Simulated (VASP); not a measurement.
# NiO (Fm-3m) in VASP: notebook

The runs below take NiO through single point, with PBEsol.

Everything below comes from runs of VASP 6.6.1. Logs are shortened: lines on timing, memory, paths and dates and some standing lists are left out, and cuts for length are marked.

### Step 1. The cell of the first run

Symmetry: Fm-3m, No. 225, cubic system. Conventional cell: a = 3.997 Å, b = 3.997 Å, c = 3.997 Å, α = 90.00°, β = 90.00°, γ = 90.00°. Within 2.6 Å of Ni (site symmetry m-3m) lie 6 O at 2.00 Å. O (site symmetry m-3m) has 6 Ni at 2.00 Å within 2.6 Å.

### Step 2. Single point, PBEsol, collinear spin, ferromagnetic start

The input, INCAR:

```
SYSTEM = NiO
PREC = Accurate
ENCUT = 520
EDIFF = 1E-6
ISMEAR = -1
SIGMA = 0.05
LREAL = .False.
LASPH = .True.
NELM = 150
ALGO = Normal
ISIF = 2
LWAVE = .False.
LCHARG = .False.
ISPIN = 2
MAGMOM = 1 0
LORBIT = 11
LMAXMIX = 4
GGA = PS
NBANDS = 19
```

The input, KPOINTS:

```
Automatic mesh
0
Gamma
  11 11 11
  0 0 0
```

The input, POSCAR:

```
NiO
1.0
    0.0000000000      1.9986699319      1.9986699319
    1.9986699319      0.0000000000      1.9986699319
    1.9986699319      1.9986699319      0.0000000000
Ni O
1 1
Direct
    0.0000000000      0.0000000000      0.0000000000
    0.5000000000      0.5000000000      0.5000000000
```

Potentials or basis: VASP PAW PBE potentials, release 64 (Ni, O).

Run with:

```
$ cat potpaw_PBE.64/Ni/POTCAR potpaw_PBE.64/O/POTCAR > POTCAR
$ mpirun -np 1 vasp_std > vasp.out
```

OUTCAR:

```text
SYSTEM = NiO
   PREC = Accurate
   ENCUT = 520
   EDIFF = 1E-6
   ISMEAR = -1
   LREAL = .False.
   LASPH = .True.
   NELM = 150
   ISIF = 2
   ISPIN = 2
   LORBIT = 11
   GGA = PS

 ion  position               nearest neighbor table
   1  0.000  0.000  0.000-   2 2.00   2 2.00   2 2.00   2 2.00   2 2.00   2 2.00
   2  0.500  0.500  0.500-   1 2.00   1 2.00   1 2.00   1 2.00   1 2.00   1 2.00

  LATTYP: Found a face centered cubic cell.
 ALAT       =     3.9973398638

  Lattice vectors:

 A1 = (   0.0000000000,   1.9986699319,   1.9986699319)
 A2 = (   1.9986699319,   0.0000000000,   1.9986699319)
 A3 = (   1.9986699319,   1.9986699319,   0.0000000000)

Analysis of symmetry for initial positions (statically):
=====================================================================
 Subroutine PRICEL returns:
 Original cell was already a primitive cell.

 Routine SETGRP: Setting up the symmetry group for a
 face centered cubic supercell.

 Subroutine GETGRP returns: Found 48 space group operations
 (whereof 48 operations were pure point group operations)
 out of a pool of 48 trial point group operations.

The static configuration has the point symmetry O_h .

Analysis of symmetry for dynamics (positions and initial velocities):
=====================================================================
 Subroutine PRICEL returns:
 Original cell was already a primitive cell.

 Routine SETGRP: Setting up the symmetry group for a
 face centered cubic supercell.

 Subroutine GETGRP returns: Found 48 space group operations
 (whereof 48 operations were pure point group operations)
 out of a pool of 48 trial point group operations.

The dynamic configuration has the point symmetry O_h .

Analysis of structural, dynamic, and magnetic symmetry:
=====================================================================
 Subroutine PRICEL returns:
 Original cell was already a primitive cell.

 Routine SETGRP: Setting up the symmetry group for a
 face centered cubic supercell.

 Subroutine GETGRP returns: Found 48 space group operations
 (whereof 48 operations were pure point group operations)
 out of a pool of 48 trial point group operations.

The overall configuration has the point symmetry O_h .

 Subroutine INISYM returns: Found 48 space group operations
 (whereof 48 operations are pure point group operations),
 and found     1 'primitive' translations

----------------------------------------------------------------------------------------

                                     Primitive cell

  volume of cell :      15.9681

  direct lattice vectors                    reciprocal lattice vectors
     0.000000000  1.998669932  1.998669932    -0.250166369  0.250166369  0.250166369
     1.998669932  0.000000000  1.998669932     0.250166369 -0.250166369  0.250166369
     1.998669932  1.998669932  0.000000000     0.250166369  0.250166369 -0.250166369

  length of vectors
     2.826546124  2.826546124  2.826546124     0.433300862  0.433300862  0.433300862

  position of ions in fractional coordinates (direct lattice)
     0.000000000  0.000000000  0.000000000
     0.500000000  0.500000000  0.500000000

  ion indices of the primitive-cell ions
   primitive index   ion index
                 1           1
                 2           2

----------------------------------------------------------------------------------------

 KPOINTS: Automatic mesh

Automatic generation of k-mesh.
 Grid dimensions read from file:
 generate k-points for:   11   11   11

 Generating k-lattice:

  Cartesian coordinates                     Fractional coordinates (reciprocal lattice)
    -0.022742397  0.022742397  0.022742397     0.090909091  0.000000000  0.000000000
     0.022742397 -0.022742397  0.022742397     0.000000000  0.090909091  0.000000000
     0.022742397  0.022742397 -0.022742397     0.000000000  0.000000000  0.090909091

  Length of vectors
     0.039390987  0.039390987  0.039390987

  Shift w.r.t. Gamma in fractional coordinates (k-lattice)
     0.000000000  0.000000000  0.000000000

 Subroutine IBZKPT returns following result:
 ===========================================

 Found     56 irreducible k-points:

 Following reciprocal coordinates:
            Coordinates               Weight
  0.000000  0.000000  0.000000      1.000000
  0.090909  0.000000  0.000000      8.000000
  0.181818  0.000000  0.000000      8.000000
  0.272727  0.000000  0.000000      8.000000
  0.363636  0.000000  0.000000      8.000000
  0.454545  0.000000  0.000000      8.000000
[... 16 lines left out ...]
 -0.272727  0.181818  0.000000     24.000000
 -0.181818  0.181818  0.000000     12.000000
 [... further k-points ...]
   k-points           NKPTS =     56   k-points in BZ     NKDIM =     56   number of bands    NBANDS=     19
   number of dos      NEDOS =    301   number of ions     NIONS =      2
   total plane-waves  NPLWV =  13824
   dimension x,y,z NGX =    24 NGY =   24 NGZ =   24
   dimension x,y,z NGXF=    48 NGYF=   48 NGZF=   48
   ions per type =               1   1
   NGX,Y,Z   is equivalent  to a cutoff of  14.12, 14.12, 14.12 a.u.
   NGXF,Y,Z  is equivalent  to a cutoff of  28.23, 28.23, 28.23 a.u.
 SYSTEM =  NiO
   PREC   = accura    normal or accurate (medium, high low for compatibility)
   ISTART =      0    job   : 0-new  1-cont  2-samecut
   ICHARG =      2    charge: 1-file 2-atom 10-const
   ISPIN  =      2    spin polarized calculation?
   LNONCOLLINEAR =      F non collinear calculations
   LSORBIT =      F    spin-orbit coupling
   LASPH  =      T    aspherical Exc in radial PAW
   ENCUT  =  520.0 eV  38.22 Ry    6.18 a.u.   5.26  5.26  5.26*2*pi/ulx,y,z
   NELM   =    150;   NELMIN=  2; NELMDL= -5     # of ELM steps
   EDIFF  = 0.1E-05   stopping-criterion for ELM
   LREAL  =      F    real-space projection
   EDIFFG = 0.1E-04   stopping-criterion for IOM
   NSW    =      0    number of steps for IOM
   IBRION =     -1    ionic relax: 0-MD 1-quasi-New 2-CG
   NFREE  =      0    steps in history (QN), initial steepest desc. (CG)
   ISIF   =      2    stress and relaxation
   ISYM   =      2    0-nonsym 1-usesym 2-fastsym
   POTIM  = 0.5000    time-step for ionic-motion
   TEBEG  =    0.0;   TEEND  =   0.0 temperature during run
   PSTRESS=    0.0 pullay stress
   NELECT =      16.0000    total number of electrons
   NUPDOWN=      -1.0000    fix difference up-down
   EMIN   =  10.00;   EMAX   =-10.00  energy-range for DOS
   EFERMI =   0.00;   METHOD = LEGACY
   ISMEAR =    -1;   SIGMA  =   0.05  broadening in eV -4-tet -1-fermi 0-gaus
   EFERMI_NEDOS =   21; number of points for ismear=-14 and -15
   IALGO  =     38    algorithm
   IMIX   =      4    mixing-type and parameters
     AMIX     =   0.40;   BMIX     =  1.00
     AMIX_MAG =   1.60;   BMIX_MAG =  1.00
  volume/ion in A,a.u.               =       7.98        53.88
  Fermi-wavevector in a.u.,A,eV,Ry     =   1.638188  3.095726 36.513411  2.683660
  Thomas-Fermi vector in A             =   2.729203
   LORBIT       =     11    0 simple, 1 ext, 2 COOP (PROOUT), +10 PAW based schemes
   GGA     = PS    functional components
   LHFCALC =     F    Hartree Fock is set to
   AEXX    =    0.0000 exact exchange contribution
   IVDW    =     0    specifies the selected vdW correction
   LEPSILON=     F    determine dielectric tensor
   LRPA    =     F    only Hartree local field effects (RPA)
 spin polarized calculation
  energy-cutoff  :      520.00
  volume of cell :       15.97
 maximum number of plane-waves:       444
 NGX is ok and might be reduce to    24
   NGX = 11   NGY = 11   NGZ = 11

 number of electron      16.0000007 magnetization       0.3731021

 Free energy of the ion-electron system (eV)
  ---------------------------------------------------
  ext. energy  EPLUGINS =         0.00000000
  ---------------------------------------------------
  free energy    TOTEN  =       -12.32716098 eV

  energy without entropy =      -12.31754116  energy(sigma->0) =      -12.32235107

 E-fermi :   9.8252     XC(G=0): -13.7354

 val. band max:        9.7951033743   @ k =  -0.3636   0.3636   0.0000
 cond. band min:       9.8445608262   @ k =  -0.4545   0.2727   0.0000
 fundamental gap:      0.0494574519
 Fermi energy:         9.8251503118

 spin component 1

 k-point     1 :       0.0000    0.0000    0.0000
  band No.  band energies     occupation
      1     -11.9751      1.00000
      2       6.0781      1.00000
      3       6.0781      1.00000
      4       6.0781      1.00000
      5       7.3843      1.00000
      6       7.3843      1.00000
[... 11 lines left out ...]
     18      37.5461      0.00000
     19      37.5461      0.00000

 k-point     2 :       0.0909    0.0000    0.0000
  band No.  band energies     occupation
      1     -11.8570      1.00000
      2       5.2831      1.00000
      3       5.5463      1.00000
      4       5.5463      1.00000
      5       7.4795      1.00000
      6       7.4795      1.00000
[... 11 lines left out ...]
     18      39.3344      0.00000
     19      39.3344      0.00000

 k-point     3 :       0.1818    0.0000    0.0000
  band No.  band energies     occupation
      1     -11.5236      1.00000
      2       3.7935      1.00000
      3       4.7298      1.00000
      4       4.7298      1.00000
      5       7.6903      1.00000
      6       7.6903      1.00000
[... 11 lines left out ...]
     18      42.1278      0.00000
     19      42.1278      0.00000

 k-point     4 :       0.2727    0.0000    0.0000
  band No.  band energies     occupation
      1     -11.0437      1.00000
      2       2.2617      1.00000
      3       4.0268      1.00000
      4       4.0268      1.00000
      5       7.9742      1.00000
      6       7.9742      1.00000
[... 407 lines left out ...]
     18      42.5782      0.00000
     19      43.5735      0.00000

 k-point    23 :      -0.2727    0.1818    0.0000
  band No.  band energies     occupation
      1     -10.5061      1.00000
      2       1.4335      1.00000
      3       3.4550      1.00000
      4       3.4945      1.00000
      5       8.0749      1.00000
      6       8.2832      1.00000
[... 11 lines left out ...]
     18      42.9768      0.00000
     19      44.7112      0.00000

 k-point    24 :      -0.1818    0.1818    0.0000
  band No.  band energies     occupation
      1     -10.9195      1.00000
      2       2.1918      1.00000
      3       3.7702      1.00000
      4       4.1103      1.00000
      5       7.8447      1.00000
      6       8.1830      1.00000
[... 11 lines left out ...]
     18      42.8966      0.00000
     19      44.1755      0.00000

 [... further k-points ...]

 spin component 2

 k-point     1 :       0.0000    0.0000    0.0000
  band No.  band energies     occupation
      1     -11.8958      1.00000
      2       6.1716      1.00000
      3       6.1716      1.00000
      4       6.1716      1.00000
      5       7.5809      1.00000
      6       7.5809      1.00000
[... 11 lines left out ...]
     18      37.6828      0.00000
     19      37.6828      0.00000

 k-point     2 :       0.0909    0.0000    0.0000
  band No.  band energies     occupation
      1     -11.7774      1.00000
      2       5.3811      1.00000
      3       5.6993      1.00000
      4       5.6993      1.00000
      5       7.6933      1.00000
      6       7.6933      1.00000
[... 11 lines left out ...]
     18      39.4649      0.00000
     19      39.4649      0.00000

 k-point     3 :       0.1818    0.0000    0.0000
  band No.  band energies     occupation
      1     -11.4427      1.00000
      2       3.8863      1.00000
      3       4.9152      1.00000
      4       4.9152      1.00000
      5       7.9168      1.00000
      6       7.9168      1.00000
[... 11 lines left out ...]
     18      42.2579      0.00000
     19      42.2579      0.00000

 k-point     4 :       0.2727    0.0000    0.0000
  band No.  band energies     occupation
      1     -10.9608      1.00000
      2       2.3478      1.00000
      3       4.2221      1.00000
      4       4.2221      1.00000
      5       8.2064      1.00000
      6       8.2064      1.00000
[... 407 lines left out ...]
     18      42.6569      0.00000
     19      43.6740      0.00000

 k-point    23 :      -0.2727    0.1818    0.0000
  band No.  band energies     occupation
      1     -10.4195      1.00000
      2       1.5319      1.00000
      3       3.6045      1.00000
      4       3.6623      1.00000
      5       8.2857      1.00000
      6       8.6005      1.00000
[... 11 lines left out ...]
     18      43.0716      0.00000
     19      44.8230      0.00000

 k-point    24 :      -0.1818    0.1818    0.0000
  band No.  band energies     occupation
      1     -10.8356      1.00000
      2       2.3010      1.00000
      3       3.9815      1.00000
      4       4.2104      1.00000
      5       8.0496      1.00000
      6       8.5508      1.00000
[... 11 lines left out ...]
     18      42.9905      0.00000
     19      44.2449      0.00000

 [... further k-points ...]
[... 5 lines left out ...]
  --------------------------------------------------------------------------------------
  -------------------------------------------------------------------------------------
  Total        2.0385043      2.0385043      2.0385043      0.0000000      0.0000000      0.0000000
  in kB      204.5356304    204.5356304    204.5356304      0.0000000      0.0000000      0.0000000
  external PRESSURE =     204.5356304 kB  Pullay stress =       0.0000000 kB

 VOLUME and BASIS-vectors are now :
 -----------------------------------------------------------------------------
  energy-cutoff  :      520.00
  volume of cell :       15.97
      direct lattice vectors                 reciprocal lattice vectors
     0.000000000  1.998669932  1.998669932    -0.250166369  0.250166369  0.250166369
     1.998669932  0.000000000  1.998669932     0.250166369 -0.250166369  0.250166369
     1.998669932  1.998669932  0.000000000     0.250166369  0.250166369 -0.250166369

 POSITION                                       TOTAL-FORCE (eV/Angst)
 -----------------------------------------------------------------------------------
      0.00000      0.00000      0.00000         0.000000      0.000000      0.000000
      1.99867      1.99867      1.99867        -0.000000     -0.000000     -0.000000
 -----------------------------------------------------------------------------------
    total drift:                                0.000000     -0.000000     -0.000000

  FREE ENERGIE OF THE ION-ELECTRON SYSTEM (eV)
  ---------------------------------------------------
  free  energy   TOTEN  =       -12.3271609809 eV

  energy  without entropy=      -12.3175411605  energy(sigma->0) =      -12.32235107

 total charge

# of ion       s       p       d       tot
------------------------------------------
    1        0.381   0.512   8.447   9.340
    2        1.568   3.418   0.000   4.986
--------------------------------------------------
tot          1.949   3.930   8.447  14.326

 magnetization (x)

# of ion       s       p       d       tot
------------------------------------------
    1        0.005   0.005   0.307   0.318
    2        0.009   0.036   0.000   0.046
--------------------------------------------------
tot          0.014   0.042   0.307   0.363
```

Wall time 27 s (1 thread of Intel Xeon Platinum 8488C (Sapphire Rapids), shared host); peak memory 0.16 GiB.

What came out:

| Quantity | Value |
| --- | --- |
| Free energy | -12.3272 eV |
| Pressure | 20.5 GPa |
| Net moment | 0.37 μB per cell |
| Site moments | Ni +0.32; O +0.05 μB |
| Valence electrons inside the program's atomic spheres | Ni 9.34; O 4.99 |

Levels at points of the mesh, in eV from the Fermi level:
Spin up:
```csv
k point,band 5,band 6,band 7,band 8,band 9,band 10,band 11,band 12
"(0.00, 0.00, 0.00)",-2.44,-2.44,-2.44,-2.23,-2.23,2.28,17.95,19.91
```
Spin down:
| k point | band 6 | band 7 | band 8 | band 9 | band 10 | band 11 |
| --- | --- | --- | --- | --- | --- | --- |
| (0.00, 0.00, 0.00) | -2.24 | -2.24 | -1.73 | -1.73 | 2.36 | 17.95 |

Caveat: the PAW data sets were made with another functional, which shifts forces and pressure a little; semilocal functionals often make such compounds metallic where correlation or magnetic order opens a gap, which also shifts bond lengths. With open d or f shells a metallic result of PBEsol can be an artefact of self-interaction; +U or a hybrid may open a gap.

(Part 1 of 2 ends here.)
